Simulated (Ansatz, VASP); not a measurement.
Two plane-wave programs on Ge

File INCAR:

```
PREC = Accurate ; ENCUT = 520
EDIFF = 1E-7 ; ISMEAR = -1
SIGMA = 0.1 ; LREAL = F
LASPH = T ; NELM = 80
ALGO = Normal ; ISIF = 2
LWAVE = F ; LCHARG = F
GGA = RE ; NBANDS = 28
```

File KPOINTS:

```
regular mesh
0
Gamma
  8 8 13
```

The input POSCAR:

```
Ge
1.0
    4.7302980990      0.0000000000      0.0000000000
   -2.3651490495      4.0965583212      0.0000000000
    0.0000000000      0.0000000000      2.6877000289
Ge
3
Direct
    0.0000000000      1.0000000000      0.0000000000
    0.3333333333      0.6666666667      0.5000000000
    0.6666666667      0.3333333333      0.5000000000
```

Input for Ansatz:

```yaml
crystal:
  lattice:
    - [4.730298099, 0.0, 0.0]
    - [-2.3651490495, 4.0965583212, 0.0]
    - [0.0, 0.0, 2.6877000289]
  atoms:
    - { symbol: Ge, position: [0.0, 1.0, 0.0] }
    - { symbol: Ge, position: [0.3333333333, 0.6666666667, 0.5] }
    - { symbol: Ge, position: [0.6666666667, 0.3333333333, 0.5] }
hamiltonian:
  xc: revpbe
  pseudopotentials:
    kind: paw
    azcp:
      Ge: "pseudopotentials/Ge.paw.azcp"
basis:
  ecutwfc: 420
  fft_grid_basis: typed
kpoints:
  mp_grid: { grid: [8, 8, 13], shift: [0, 0, 0] }
magnetization:
  spin_polarized: false
scf:
  occupations: { method: fermi_dirac, width: 0.1 }
  lower_state_search: "off"
output:
  stress: true
```

Alike in both runs: task single point; functional revPBE; k mesh 8 × 8 × 13; occupations fermi-dirac, width 0.1 eV; no spin polarisation.

|  | VASP | Ansatz |
| --- | --- | --- |
| version | VASP 6.6.1 | Ansatz 0.2.0 |
| potentials or method | VASP PAW PBE potentials, release 64 (Ge_d), cutoff 520 eV | plane waves (420 eV) with PAW, scalar-relativistic |
| valence electrons in the cell | 42 | 42 |

```tsv
	VASP	Ansatz	Ansatz less VASP
pressure (GPa)	10.4	10.4	-0.01
traceless stress, the component that is largest in VASP (GPa)	1.26	1.27	+0.006
```

VASP's potentials were made for PBE, not for revPBE. With one functional, cell and mesh, what is left measures potentials, basis and numerics.
